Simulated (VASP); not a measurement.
# MoH6: relaxation of cell and atoms with PBE

MoH6:

```
CELL_PARAMETERS angstrom
0.00000 2.84364 6.08135
1.63706 0.00000 6.08135
1.63706 2.84364 0.00000
ATOMIC_POSITIONS crystal
H 0.58314 0.91686 0.58314
H 0.91686 0.58314 0.91686
H 0.25346 0.95518 0.35055
H 0.35055 0.44082 0.25346
H 0.95518 0.25346 0.44082
H 0.44082 0.35055 0.95518
Mo 0.25000 0.25000 0.25000
```

The cell was generated, and may not be a known phase.

```
Program                : VASP 6.6.1
Task                   : relaxation of cell and atoms
Functional             : PBE
Potentials or basis    : VASP PAW PBE potentials, release 64 (H, Mo_sv)
Cutoff                 : 600 eV
k mesh                 : 12 × 12 × 12
Occupations            : gaussian, width 0.1 eV
Spin                   : no spin polarisation
Dipole correction      : no
Further INCAR settings : ALGO = Normal; EDIFF = 1e-07; IBRION = 2; EDIFFG = -0.01; NSW = 100; ISIF = 3
```

```json
{
 "Relaxed volume": "8.09 Å³/atom",
 "Relaxed cell": "a = 6.731 Å, b = 6.321 Å, c = 3.272 Å, α = 82.56°, β = 68.62°, γ = 28.82°",
 "Space group after relaxing (to 0.1 Å)": "F222 (No. 22)",
 "Energy gained by relaxing": "0.2 meV/atom",
 "Ionic steps": "7",
 "Pressure after relaxing": "0.1 GPa",
 "Largest force after relaxing": "0.009 eV/Å",
 "Band gap on the k mesh": "zero (bands 10 and 11 overlap by 0.36 eV)"
}
```

Forces in eV/Å, atoms in the order of the input:
```
H    0.000  0.002  0.000
H    0.000 -0.002  0.000
H    0.007  0.006  0.000
H   -0.007  0.006  0.000
H   -0.007 -0.006  0.000
H    0.007 -0.006  0.000
Mo   0.000  0.000  0.000
```

Stress tensor (GPa, compression positive):
```
0.04 0.00 0.00
0.00 0.05 0.00
0.00 0.00 0.15
```

The path:
| step | energy change (eV) | largest force (eV/Å) | pressure (GPa) | volume (Å³) |
| --- | --- | --- | --- | --- |
| 1 | 0.0000 | 0.0491 | 0.09 | 56.62 |
| 2 | -0.0011 | 0.0233 | -0.08 | 56.66 |
| 3 | -0.0012 | 0.0324 | -0.14 | 56.67 |
| 4 | -0.0013 | 0.0215 | 0.06 | 56.61 |
| 5 | -0.0013 | 0.0168 | 0.01 | 56.62 |
| 6 | -0.0014 | 0.0144 | 0.03 | 56.62 |
| 7 | -0.0015 | 0.0093 | 0.08 | 56.61 |

Final structure:
```yaml
crystal:
  lattice:
    - [0.00000, 2.83390, 6.10540]
    - [1.63598, 0.00000, 6.10540]
    - [1.63598, 2.83390, 0.00000]
  atoms:
    - { symbol: H, position: [0.58330, 0.91670, 0.58330] }
    - { symbol: H, position: [0.91670, 0.58330, 0.91670] }
    - { symbol: H, position: [0.25289, 0.95554, 0.35231] }
    - { symbol: H, position: [0.35231, 0.43926, 0.25289] }
    - { symbol: H, position: [0.95554, 0.25289, 0.43926] }
    - { symbol: H, position: [0.43926, 0.35231, 0.95554] }
    - { symbol: Mo, position: [0.25000, 0.25000, 0.25000] }
```

Levels at points of the mesh, in eV from the Fermi level:
| k point | band 7 | band 8 | band 9 | band 10 | band 11 | band 12 | band 13 | band 14 |
| --- | --- | --- | --- | --- | --- | --- | --- | --- |
| (0.00, 0.00, 0.00) | -7.82 | -1.42 | -1.42 | 0.30 | 0.36 | 0.83 | 1.95 | 5.42 |
| (0.50, 0.00, 0.00) | -6.73 | -5.10 | -2.73 | -0.23 | 1.47 | 2.39 | 3.20 | 5.12 |
| (0.50, 0.50, 0.00) | -8.45 | -1.42 | -1.42 | 0.33 | 0.35 | 0.83 | 4.61 | 4.73 |
| (0.50, 0.00, 0.50) | -6.73 | -5.11 | -2.63 | -0.35 | 1.47 | 2.24 | 2.60 | 5.70 |
| (0.00, 0.50, 0.50) | -6.78 | -5.09 | -2.79 | -0.27 | 1.47 | 2.71 | 3.82 | 4.50 |

Wall time 28 min on 1 thread of Intel Xeon 8259CL, with other jobs on the host, peak memory 0.48 GiB.
